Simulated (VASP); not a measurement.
Write the native input for VASP 6.6.1 that does the following.

* Task: single point
* Functional: PBEsol
* Potentials or basis: VASP PAW PBE potentials, release 64 (Ta_pv, C)
* Cutoff: 520 eV
* k mesh: 9 × 9 × 5
* Occupations: gaussian, width 0.15 eV
* Spin: no spin polarisation
* Dipole correction: no
* Further INCAR settings: ALGO = Normal; EDIFF = 1e-06; NBANDS = 69

The structure of Ta4C3 lies in POSCAR:

```
Ta4C3
1.0
    0.0000000000     -4.4026022057      0.0000000000
    0.0000000000      0.0000000000     -4.4026022057
   10.3052044115      0.0000000000      0.0000000000
Ta C
8 6
Direct
    0.5000000000      0.5000000000      0.7476371698
    0.5000000000      0.5000000000      0.3204159299
    1.0000000000      0.5000000000      0.1068053100
    1.0000000000      0.5000000000      0.5340265498
    0.5000000000      1.0000000000      0.1068053100
    0.5000000000      1.0000000000      0.5340265498
    0.0000000000      0.0000000000      0.3204159299
    0.0000000000      0.0000000000      0.7476371698
    0.0000000000      1.0000000000      0.1068053100
    0.0000000000      1.0000000000      0.5340265498
    0.5000000000      1.0000000000      0.7476371698
    0.5000000000      1.0000000000      0.3204159299
    0.0000000000      0.5000000000      0.7476371698
    0.0000000000      0.5000000000      0.3204159299
```

This cell differs from its parent crystal: the distance across one plane changed.

One way to write it, as run:

INCAR

```
SYSTEM = Ta4C3
PREC = Accurate ; ENCUT = 520
EDIFF = 1E-6 ; ISMEAR = 0
SIGMA = 0.15 ; LREAL = .FALSE.
LASPH = .TRUE. ; NELM = 80
ALGO = Normal ; ISIF = 2
LWAVE = .FALSE. ; LCHARG = .FALSE.
GGA = PS ; NBANDS = 69
```

KPOINTS

```
Automatic mesh
0
G
  9 9 5
  0 0 0
```

Potentials or basis: VASP PAW PBE potentials, release 64 (Ta_pv, C).

Launch:

```bash
$ cat potpaw_PBE.64/Ta_pv/POTCAR potpaw_PBE.64/C/POTCAR > POTCAR
$ mpirun -np 1 vasp_std > vasp.out
```

Results of the run:

| Property | Result |
| --- | --- |
| Pressure | -8.9 GPa |
| Largest force | 1.901 eV/Å |
| Band gap on the k mesh | zero (bands 56 and 57 overlap by 0.69 eV) |

Caveat: the cell differs from its parent crystal (the distance across one plane changed); the cell stands under tension; the PAW data sets were made with another functional, which shifts forces and pressure a little; spin-orbit coupling is left out, which moves the levels of the heavy elements.

Wall time 9.1 min on 1 thread of Intel(R) Xeon(R) 6975P-C (Granite Rapids), with other jobs on the host, peak memory 0.58 GiB.
